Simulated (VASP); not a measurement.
Here is a VASP 6.6.1 calculation.

File INCAR:

```
SYSTEM = Mo
PREC = Accurate
ENCUT = 500
EDIFF = 1E-6
ISMEAR = -1
SIGMA = 0.15
LREAL = .False.
LASPH = .True.
NELM = 120
ALGO = Normal
ISIF = 2
LWAVE = .False.
LCHARG = .False.
NBANDS = 13
GGA_COMPAT = .False.
```

Contents of KPOINTS:

```
Automatic mesh
0
Gamma
  20 20 20
  0 0 0
```

The input POSCAR:

```
Mo
1.0
   -1.4945540960      1.4945540960      1.4945540960
    1.4945540960     -1.4945540960      1.4945540960
    1.4945540960      1.4945540960     -1.4945540960
Mo
1
Direct
    0.0000000000      0.0000000000      0.0000000000
```

Potentials or basis: VASP PAW LDA potentials, release 64 (Mo_sv).

Run with:

```console
$ cat potpaw_LDA.64/Mo_sv/POTCAR > POTCAR
$ mpirun -np 1 vasp_std > vasp.out
```

Problem. Predict the pressure.

Solution. 46.8 GPa.

Problem. Estimate the band gap on the k mesh.

Solution. Zero (band 7 reaches 20.18 eV, above the bottom of band 8 at 13.47 eV).
